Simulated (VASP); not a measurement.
Here is a VASP 6.6.1 calculation.

POSCAR

```
H7C2O
1.0
    8.1979110000      0.0000000000      0.0000000000
    0.0000000000      8.2041280000      0.0000000000
    0.0000000000      0.0000000000      8.2281980000
O C H
4 8 28
Direct
    0.6590093501      0.2210106912      0.8605894024
    0.8217581284      0.3635852585      1.0277584472
    0.3925268279      0.5895568670      0.5132594038
    0.4257670033      0.6239541850      0.7787488828
    0.6953844705      0.3553576931      0.9497097663
    0.3590182914      0.6542438148      0.6528768510
    0.6828446906     -0.0689409039      0.5667462062
    0.7588274623      0.8207331724      0.0423057394
    0.9456555457      0.4972252993      0.6481856659
    0.2204220075      0.2032757168      0.1778032079
    0.6591313324      0.3301386814      0.4030287069
    0.2418664950      0.1193911163      0.7126104646
    0.7287588265      0.1308609520      0.8761092040
    0.6022265916      0.4376942924      0.9431226619
    0.4892221933      0.5210547666      0.5329477973
    0.2672022177      0.7509024725      0.6410395083
    0.5624115705     -0.0123718206      0.5328505707
    0.7833459036      0.0222814661      0.5554193032
    0.7100955353     -0.1609068020      0.4813326077
    0.6611806349     -0.1107978813      0.6867846398
    0.8192696896      0.8434290640     -0.0710240565
    0.8259299229      0.7464169257      0.1218492798
    0.6433346251      0.7670772567      0.0066964845
    0.7233306143      0.9368454515      0.0914781098
    1.0409359165      0.5280756224      0.7287379327
    0.8901901960      0.3911689335      0.7011255684
    0.9984616813      0.4593419313      0.5298973117
    0.8548397269      0.5931648068      0.6383293158
    0.1872672197      0.1347492384      0.2805839140
    0.1191035131      0.2112960695      0.0955859351
    0.2995275260      0.1243520335      0.1069857580
    0.2653358886      0.3134032039      0.2276561648
    0.6732934768      0.4610118223      0.3999539146
    0.6576675448      0.2915483522      0.5351353966
    0.7602424569      0.2752029222      0.3517781172
    0.5484445977      0.2955829066      0.3400258477
    0.2926965174      0.0346776647      0.7995553826
    0.3431361965      0.1526182917      0.6252280268
    0.1863157578      0.2258131516      0.7818479818
    0.1516849841      0.0638824748      0.6317300580
```

File INCAR.step1:

```
PREC = Accurate
ENCUT = 520
ISMEAR = -1
SIGMA = 0.02
LREAL = Auto
LASPH = True
NELM = 80
NBANDS = 68
GGA = PE
ALGO = Normal
EDIFF = 1E-4
LWAVE = True
LCHARG = False
```

The input INCAR.step2:

```
PREC = Accurate
ENCUT = 520
EDIFF = 1E-6
ISMEAR = -1
SIGMA = 0.02
LREAL = Auto
LASPH = True
NELM = 80
ALGO = Normal
ISIF = 2
LWAVE = False
LCHARG = True
METAGGA = R2SCAN
LMIXTAU = True
IVDW = 12
VDW_S6 = 1.0
VDW_S8 = 0.78981345
VDW_A1 = 0.49484001
VDW_A2 = 5.73083694
LELF = True
LVHAR = True
NBANDS = 68
ISTART = 1
```

Contents of KPOINTS:

```
Automatic mesh
0
Gamma
  1 1 1
```

Potentials or basis: VASP PAW PBE potentials, release 64 (O, C, H).

Command:

```bash
$ cat potpaw_PBE.64/O/POTCAR potpaw_PBE.64/C/POTCAR potpaw_PBE.64/H/POTCAR > POTCAR
$ cp INCAR.step1 INCAR
$ mpirun -np 1 vasp_gam > vasp.out
$ cp INCAR.step2 INCAR
$ mpirun -np 1 vasp_gam > vasp.out
```

Predict the band gap on the k mesh.

5.55 eV.

What does it give for the pressure?

1.1 GPa.

Estimate the largest force.

4.843 eV/Å.

Estimate the dispersion energy per atom.

-0.014 eV.

Stress tensor (GPa, compression positive):
```
 0.97 -0.43  0.19
-0.43  1.39 -0.23
 0.19 -0.23  1.04
```

Caveat: the k points lie up to 0.77 Å⁻¹ apart; the PAW data sets were made with another functional, which shifts forces and pressure a little.
